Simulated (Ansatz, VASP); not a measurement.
**CuI2: VASP beside Ansatz**

```
I Cu
1.0
     5.26882    0.00000    0.00000
     0.00000    5.26882    0.00000
     0.00000    0.00000    4.60397
I Cu
2 1
Direct
  0.50000 0.00000 0.00000
  0.00000 0.50000 0.00000
  0.00000 0.00000 0.00000
```

Alike in both runs: task single point; functional PBE; k mesh 5 × 5 × 6; occupations fermi-dirac, width 0.05 eV; no spin polarisation.

```csv
,VASP,Ansatz
version,VASP 6.6.1,Ansatz 0.2.0
potentials or method,"VASP PAW PBE potentials, release 64 (I, Cu)",Ansatz PAW
plane-wave cutoff (eV),520,420
valence electrons in the cell,25,53
```

```csv
,VASP,Ansatz,Ansatz less VASP
gap on the k mesh at the Fermi level (eV),none,none,-
pressure (GPa),-0.2,-0.2,+0.01
"traceless stress, the component that is largest in VASP (GPa)",0.55,0.55,-0.001
```

A gap of «none» marks a metal or a gap that the smearing closes. VASP's potentials hold 25 valence electrons a cell and Ansatz's 53, so a difference there can come from the potentials and not from the codes.

Neither program's run includes spin-orbit coupling.
